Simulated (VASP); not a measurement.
Runs of VASP 6.6.1 on TaBr. The structure is that of space group F-43m (No. 216), or close to it. The cells are those of the table. 

```tsv
task	spin	cell	k mesh	cutoff (eV)	gap on the mesh (eV)	pressure (GPa)	moment (μB)	relaxed volume (Å³/atom)
relaxation of cell and atoms	off	relaxed from a = 4.117 Å, angles 60.0°, 2 atoms	16 × 16 × 16	600	none	0.0	-	24.71
single point	collinear, ferromagnetic start	a = 4.117 Å, angles 60.0°, 2 atoms	6 × 6 × 6	520	none	0.1	0.00	-
single point	off	a = 4.117 Å, angles 60.0°, 2 atoms	16 × 16 × 16	520	none	0.1	-	-
relaxation of cell and atoms	collinear, ferromagnetic start	relaxed from a = 4.312 Å, angles 60.0°, 2 atoms	6 × 6 × 6	600	none	0.0	0.00	24.71
single point	collinear, ferromagnetic start	a = 4.312 Å, angles 60.0°, 2 atoms	6 × 6 × 6	520	none	(a)	1.72	-
```

Alike in all rows: level PBE; potentials or basis VASP PAW PBE potentials, release 64 (Ta_pv, Br); smearing gaussian 0.1 eV.

Fill in the values left out.

(a) -6.2.

Caveats: spin-orbit coupling is left out, which moves the levels of the heavy elements.

A k mesh can miss the band edges, and the runs leave out spin-orbit coupling on Br, Ta.

A gap of «none» marks levels without a gap at the run's occupations.
